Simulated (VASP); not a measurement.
Ni, 1 atom in the cell. It takes space group Im-3m (No. 229, cubic). Conventional cell: a = 2.770 Å, b = 2.770 Å, c = 2.770 Å, α = 90.00°, β = 90.00°, γ = 90.00°. Ni (site symmetry m-3m) has 14 Ni at 2.40 to 2.77 Å within 3.2 Å. This isn't the form of Ni at room conditions, which is fcc.

```yaml
Program: VASP 6.6.1
Task: single point
Functional: PBE0
Potentials_or_basis: VASP PAW PBE potentials, release 64 (Ni_sv_GW)
Cutoff: 510 eV
k_mesh: 7 × 7 × 7
Occupations: fermi-dirac, width 0.05 eV
Spin: collinear spin, ferromagnetic start
Starting_moments: "[1.0] μB"
Dipole_correction: no
Grid_for_exact_exchange_PRECFOCK: Normal
Further_INCAR_settings: ALGO = Normal; EDIFF = 1e-06; NBANDS = 19
Share_of_exact_exchange: 0.25
```

Potentials or basis: VASP PAW PBE potentials, release 64 (Ni_sv_GW).

Command:

```console
$ cat potpaw_PBE.64/Ni_sv_GW/POTCAR > POTCAR
$ cp INCAR.step1 INCAR
$ mpirun -np 1 vasp_std > vasp.out
$ cp INCAR.step2 INCAR
$ mpirun -np 1 vasp_std > vasp.out
```

Hardware: 1 thread of Intel(R) Xeon(R) Platinum 8488C (Sapphire Rapids) (shared host).

Question: Estimate the wall time of this run.

Answer: It took 53 min on 1 thread of Intel(R) Xeon(R) Platinum 8488C (Sapphire Rapids), with other jobs on the host, peak memory 0.15 GiB. Counts: k points 20.
